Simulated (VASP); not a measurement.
# AlRu (Pm-3m) in VASP: further runs, part 2 of 2

VASP 6.6.1.

## Step 3: Relaxation of cell and atoms, PBE, target pressure 3 GPa, at which the enthalpy is minimised

This run uses another cell than the first one, of 13.58 Å³/atom, 1.002 times its volume.

INCAR reads:

```
SYSTEM = AlRu
PREC = Accurate
ENCUT = 600
EDIFF = 1E-6
ISMEAR = -1
SIGMA = 0.15
LREAL = .False.
LASPH = .True.
NELM = 80
ALGO = Fast
ISIF = 3
LWAVE = .False.
LCHARG = .False.
GGA = PE
IBRION = 2
NSW = 80
EDIFFG = -0.001
PSTRESS = 30.0
```

KPOINTS reads:

```
regular mesh
0
Gamma
  14 14 14
  0 0 0
```

POSCAR reads:

```
AlRu
1.0
    3.0061613449      0.0000000000      0.0000000000
    0.0000000000      3.0061613449      0.0000000000
    0.0000000000      0.0000000000      3.0061613449
Al Ru
1 1
Direct
    0.0000000000      0.0000000000      0.0000000000
    0.5000000000      0.5000000000      0.5000000000
```

Potentials or basis: VASP PAW PBE potentials, release 64 (Al, Ru_pv).

The run is started by

```console
cat potpaw_PBE.64/Al/POTCAR potpaw_PBE.64/Ru_pv/POTCAR > POTCAR
mpirun -np 1 vasp_std > vasp.out
```

OUTCAR:

```text
SYSTEM = AlRu
   PREC = Accurate
   ENCUT = 600
   EDIFF = 1E-6
   ISMEAR = -1
   LREAL = .False.
   LASPH = .True.
   NELM = 80
   ISIF = 3
   GGA = PE
   IBRION = 2
   NSW = 80
   EDIFFG = -0.001
   PSTRESS = 30.0

 ion  position               nearest neighbor table
   1  0.000  0.000  0.000-   2 2.60   2 2.60   2 2.60   2 2.60   2 2.60   2 2.60   2 2.60   2 2.60

   2  0.500  0.500  0.500-   1 2.60   1 2.60   1 2.60   1 2.60   1 2.60   1 2.60   1 2.60   1 2.60

  LATTYP: Found a simple cubic cell.
 ALAT       =     3.0061613449

  Lattice vectors:

 A1 = (   3.0061613449,   0.0000000000,   0.0000000000)
 A2 = (   0.0000000000,   3.0061613449,   0.0000000000)
 A3 = (   0.0000000000,   0.0000000000,   3.0061613449)

Analysis of symmetry for initial positions (statically):
=====================================================================
 Subroutine PRICEL returns:
 Original cell was already a primitive cell.

 Routine SETGRP: Setting up the symmetry group for a
 simple cubic supercell.

 Subroutine GETGRP returns: Found 48 space group operations
 (whereof 48 operations were pure point group operations)
 out of a pool of 48 trial point group operations.

The static configuration has the point symmetry O_h .

Analysis of symmetry for dynamics (positions and initial velocities):
=====================================================================
 Subroutine PRICEL returns:
 Original cell was already a primitive cell.

 Routine SETGRP: Setting up the symmetry group for a
 simple cubic supercell.

 Subroutine GETGRP returns: Found 48 space group operations
 (whereof 48 operations were pure point group operations)
 out of a pool of 48 trial point group operations.

The dynamic configuration has the point symmetry O_h .

 Subroutine INISYM returns: Found 48 space group operations
 (whereof 48 operations are pure point group operations),
 and found     1 'primitive' translations

----------------------------------------------------------------------------------------

                                     Primitive cell

  volume of cell :      27.1667

  direct lattice vectors                    reciprocal lattice vectors
     3.006161345  0.000000000  0.000000000     0.332650143  0.000000000  0.000000000
     0.000000000  3.006161345  0.000000000     0.000000000  0.332650143  0.000000000
     0.000000000  0.000000000  3.006161345     0.000000000  0.000000000  0.332650143

  length of vectors
     3.006161345  3.006161345  3.006161345     0.332650143  0.332650143  0.332650143

  position of ions in fractional coordinates (direct lattice)
     0.000000000  0.000000000  0.000000000
     0.500000000  0.500000000  0.500000000

  ion indices of the primitive-cell ions
   primitive index   ion index
                 1           1
                 2           2

----------------------------------------------------------------------------------------

 KPOINTS: regular mesh

Automatic generation of k-mesh.
 Grid dimensions read from file:
 generate k-points for:   14   14   14

 Generating k-lattice:

  Cartesian coordinates                     Fractional coordinates (reciprocal lattice)
[... 44 lines left out ...]
   total plane-waves  NPLWV =  13824
   dimension x,y,z NGX =    24 NGY =   24 NGZ =   24
   dimension x,y,z NGXF=    48 NGYF=   48 NGZF=   48
   ions per type =               1   1
   NGX,Y,Z   is equivalent  to a cutoff of  13.27, 13.27, 13.27 a.u.
   NGXF,Y,Z  is equivalent  to a cutoff of  26.54, 26.54, 26.54 a.u.
 SYSTEM =  AlRu
   PREC   = accura    normal or accurate (medium, high low for compatibility)
   ISTART =      0    job   : 0-new  1-cont  2-samecut
   ICHARG =      2    charge: 1-file 2-atom 10-const
   ISPIN  =      1    spin polarized calculation?
   LNONCOLLINEAR =      F non collinear calculations
   LSORBIT =      F    spin-orbit coupling
   LASPH  =      T    aspherical Exc in radial PAW
   ENCUT  =  600.0 eV  44.10 Ry    6.64 a.u.   6.00  6.00  6.00*2*pi/ulx,y,z
   NELM   =     80;   NELMIN=  2; NELMDL= -5     # of ELM steps
   EDIFF  = 0.1E-05   stopping-criterion for ELM
   LREAL  =      F    real-space projection
   EDIFFG = -.1E-02   stopping-criterion for IOM
   NSW    =     80    number of steps for IOM
   IBRION =      2    ionic relax: 0-MD 1-quasi-New 2-CG
   NFREE  =      1    steps in history (QN), initial steepest desc. (CG)
   ISIF   =      3    stress and relaxation
   ISYM   =      2    0-nonsym 1-usesym 2-fastsym
   POTIM  = 0.5000    time-step for ionic-motion
   TEBEG  =    0.0;   TEEND  =   0.0 temperature during run
   PSTRESS=   30.0 pullay stress
   NELECT =      17.0000    total number of electrons
   NUPDOWN=      -1.0000    fix difference up-down
   EMIN   =  10.00;   EMAX   =-10.00  energy-range for DOS
   EFERMI =   0.00;   METHOD = LEGACY
   ISMEAR =    -1;   SIGMA  =   0.15  broadening in eV -4-tet -1-fermi 0-gaus
   EFERMI_NEDOS =   21; number of points for ismear=-14 and -15
   IALGO  =     68    algorithm
   IMIX   =      4    mixing-type and parameters
     AMIX     =   0.40;   BMIX     =  1.00
     AMIX_MAG =   1.60;   BMIX_MAG =  1.00
  volume/ion in A,a.u.               =      13.58        91.66
  Fermi-wavevector in a.u.,A,eV,Ry     =   1.400271  2.646129 26.677755  1.960760
  Thomas-Fermi vector in A             =   2.523248
   LORBIT       =      0    0 simple, 1 ext, 2 COOP (PROOUT), +10 PAW based schemes
   GGA     = PE    functional components
   LHFCALC =     F    Hartree Fock is set to
   AEXX    =    0.0000 exact exchange contribution
   IVDW    =     0    specifies the selected vdW correction
   LEPSILON=     F    determine dielectric tensor
   LRPA    =     F    only Hartree local field effects (RPA)
 conjugate gradient relaxation of ions
 non-spin polarized calculation
 RMM-DIIS sequential band-by-band and
  energy-cutoff  :      600.00
  volume of cell :       27.17
 maximum number of plane-waves:       926
   NGX = 13   NGY = 13   NGZ = 13

--------------------------------------- Ionic step        1  -------------------------------------------

 number of electron      16.9999996 magnetization

 Free energy of the ion-electron system (eV)
  ---------------------------------------------------
  ext. energy  EPLUGINS =         0.00000000
  ---------------------------------------------------
  free energy    TOTEN  =       -14.31643514 eV

  energy without entropy =      -14.19936121  energy(sigma->0) =      -14.25789818

------------------------ aborting loop because EDIFF is reached ----------------------------------------

  FORCE on cell =-STRESS in cart. coord.  units (eV):
  Direction    XX          YY          ZZ          XY          YZ          ZX
  --------------------------------------------------------------------------------------
  -------------------------------------------------------------------------------------
  Total        0.0034692      0.0034692      0.0034692     -0.0000000     -0.0000000      0.0000000
  in kB        0.2045989      0.2045989      0.2045989     -0.0000000     -0.0000000      0.0000000
  external PRESSURE =     -29.7954011 kB  Pullay stress =      30.0000000 kB
[... 63 lines left out ...]
--------------------------------------- Ionic step        3  -------------------------------------------

 number of electron      16.9999995 magnetization

 Free energy of the ion-electron system (eV)
  ---------------------------------------------------
  ext. energy  EPLUGINS =         0.00000000
  ---------------------------------------------------
  free energy    TOTEN  =       -14.31286923 eV

  energy without entropy =      -14.19786381  energy(sigma->0) =      -14.25536652

 E-fermi :  10.7539     XC(G=0): -12.5667

 val. band max:       10.7522941651   @ k =   0.0714   0.0714   0.0000
 cond. band min:      10.7691187575   @ k =   0.4286   0.4286   0.1429
 fundamental gap:      0.0168245924
 Fermi energy:        10.7539315256

 k-point     1 :       0.0000    0.0000    0.0000
  band No.  band energies     occupation
      1     -31.0456      2.00000
      2     -31.0456      2.00000
      3     -31.0456      2.00000
      4       1.0430      2.00000
      5       7.1541      2.00000
      6       7.1541      2.00000
      7      10.8986      0.55195
      8      10.8986      0.55195
      9      10.8986      0.55195
     10      16.7974      0.00000
     11      16.7974      0.00000
     12      16.7974      0.00000
[... 331 lines left out ...]
 k-point    24 :       0.3571    0.2143    0.0000
  band No.  band energies     occupation
      1     -31.2061      2.00000
      2     -31.1102      2.00000
      3     -31.0240      2.00000
      4       3.8927      2.00000
      5       6.7945      2.00000
      6       8.1755      2.00000
      7       9.1015      1.99997
      8       9.5285      1.99943
      9      10.3788      1.84836
     10      13.3654      0.00000
     11      17.0642      0.00000
     12      19.6203      0.00000

 [... further k-points ...]
[... 5 lines left out ...]
  --------------------------------------------------------------------------------------
  -------------------------------------------------------------------------------------
  Total        0.5021658      0.5021658      0.5021658     -0.0000000      0.0000000     -0.0000000
  in kB       30.0538785     30.0538785     30.0538785     -0.0000000      0.0000000     -0.0000000
  external PRESSURE =       0.0538785 kB  Pullay stress =      30.0000000 kB
[... 21 lines left out ...]
  energy  without entropy=      -14.1978638084  energy(sigma->0) =      -14.25536652

  enthalpy is  TOTEN    =       -13.8116036543 eV   P V=        0.5012655802

 reached required accuracy - stopping structural energy minimisation
```

Run time: 24 s. Hardware: 1 thread of Intel Xeon 6975P-C (Granite Rapids), shared host; peak memory 0.18 GiB.

What came out:

| Property | Result |
| --- | --- |
| Free energy | -14.3129 eV |
| Relaxed volume | 13.39 Å³/atom |
| Relaxed cell | a = 2.991 Å, b = 2.991 Å, c = 2.991 Å, α = 90.00°, β = 90.00°, γ = 90.00° |
| Space group after relaxing (to 0.05 Å) | Pm-3m (No. 221) |
| Energy change on relaxing (the enthalpy is what falls) | +1.8 meV/atom |
| Ionic steps | 3 |
| Pressure after relaxing | 3.0 GPa |

The path:
```
step  energy change (eV)  largest force (eV/Å)  pressure (GPa)  volume (Å³)
   1              0.0000                0.0000            0.02        27.17
   2              0.0234                0.0000            8.00        26.19
   3              0.0036                0.0000            3.01        26.77
```

Final structure:
```xyz
2
Lattice="2.9915 0.0000 0.0000 0.0000 2.9915 0.0000 0.0000 0.0000 2.9915" Properties=species:S:1:pos:R:3 pbc="T T T"
Al    0.0000    0.0000    0.0000
Ru    1.4957    1.4957    1.4957
```

Caveat: the cell is relaxed towards a set pressure, so the enthalpy falls and the energy may rise.

## Step 4: Single point, PBE

INCAR reads:

```
SYSTEM = AlRu
  PREC = Accurate
  ENCUT = 520
  EDIFF = 1E-6
  ISMEAR = 0
  SIGMA = 0.15
  LREAL = .FALSE.
  LASPH = .TRUE.
  NELM = 100
  ALGO = Normal
  ISIF = 2
  LWAVE = .FALSE.
  LCHARG = .FALSE.
  GGA = PE
  NBANDS = 16
```

KPOINTS reads:

```
Automatic mesh
0
G
  12 12 12
  0 0 0
```

POSCAR reads:

```
AlRu
1.0
    3.0040847246      0.0000000000      0.0000000000
    0.0000000000      3.0040847246      0.0000000000
    0.0000000000      0.0000000000      3.0040847246
Al Ru
1 1
Direct
    0.0000000000      0.0000000000      0.0000000000
    0.5000000000      0.5000000000      0.5000000000
```

The run is started by

```console
cat potpaw_PBE.64/Al/POTCAR potpaw_PBE.64/Ru_pv/POTCAR > POTCAR
mpirun -np 1 vasp_std > vasp.out
```

Wall time 11 s (1 thread of Intel Xeon 6975P-C, shared host); peak memory 0.16 GiB.

Results (log left out):

```yaml
Free_energy: -14.2734 eV
Pressure: -0.1 GPa
```

Levels at points of the mesh, in eV from the Fermi level:
```
           k point  band 7  band 8  band 9  band 10  band 11  band 12
(0.00, 0.00, 0.00)    0.18    0.18    0.18     6.03     6.03     6.03
(0.50, 0.00, 0.00)   -1.57   -1.57    0.43     2.26     7.47    10.98
(0.50, 0.50, 0.00)   -1.34   -1.13   -1.13     1.52     5.24     6.12
(0.50, 0.50, 0.50)    1.61    1.61    2.51     4.12     4.12     4.12
```

## Step 5: Single point, PBE (volume scaled by 0.88)

INCAR reads:

```
  PREC = Accurate
  ENCUT = 520
  EDIFF = 1E-6
  ISMEAR = 0
  SIGMA = 0.1
  LREAL = F
  LASPH = T
  NELM = 100
  ALGO = Normal
  ISIF = 2
  LWAVE = F
  LCHARG = F
  GGA = PE
  NBANDS = 16
```

KPOINTS reads:

```
regular mesh
0
Gamma
  14 14 14
```

POSCAR reads:

```
AlRu
1.0
    2.8787662403      0.0000000000      0.0000000000
    0.0000000000      2.8787662403      0.0000000000
    0.0000000000      0.0000000000      2.8787662403
Al Ru
1 1
Direct
    0.0000000000      0.0000000000      0.0000000000
    0.5000000000      0.5000000000      0.5000000000
```

The run is started by

```console
cat potpaw_PBE.64/Al/POTCAR potpaw_PBE.64/Ru_pv/POTCAR > POTCAR
mpirun -np 1 vasp_std > vasp.out
```

Run time: 27 s. Hardware: 1 thread of Intel Xeon 8259CL, shared host; peak memory 0.17 GiB.

The run converged. Its results:

```
Free energy : -13.9454 eV
Pressure    : 34.4 GPa
```

Levels at points of the mesh, in eV from the Fermi level:
```tsv
k point	band 6	band 7	band 8	band 9	band 10	band 11	band 12	band 13
(0.00, 0.00, 0.00)	-4.24	0.22	0.22	0.22	6.67	6.67	6.67	11.68
(0.50, 0.00, 0.00)	-3.29	-1.87	-1.87	0.53	2.76	7.34	11.64	11.64
(0.50, 0.50, 0.00)	-1.43	-1.43	-1.41	-1.41	1.85	6.14	7.49	11.53
(0.50, 0.50, 0.50)	-5.33	1.96	1.96	3.30	4.45	4.45	4.45	9.68
```

Caveat: the cell differs from its parent crystal (volume scaled by 0.88).

## Step 6: The runs side by side

| task | cell | k mesh | cutoff (eV) | smearing | gap on the mesh (eV) | pressure (GPa) |
| --- | --- | --- | --- | --- | --- | --- |
| relaxation of cell and atoms | relaxed from a = 3.004 Å, 2 atoms | 14 × 14 × 14 | 600 | fermi-dirac 0.15 eV | none | 0.0 |
| relaxation of cell and atoms | relaxed to 3 GPa from a = 3.006 Å, 2 atoms | 14 × 14 × 14 | 600 | fermi-dirac 0.15 eV | none | 3.0 |
| single point | a = 3.004 Å, 2 atoms | 12 × 12 × 12 | 520 | gaussian 0.15 eV | none | -0.1 |
| single point | a = 2.879 Å, 2 atoms | 14 × 14 × 14 | 520 | gaussian 0.1 eV | none | 34.4 |

Alike in all rows: level PBE; potentials or basis VASP PAW PBE potentials, release 64 (Al, Ru_pv); no spin polarisation.

Caveats: the cell is relaxed towards a set pressure, so the enthalpy falls and the energy may rise (some runs).

Absolute energies hang on the potentials; compare differences alone.
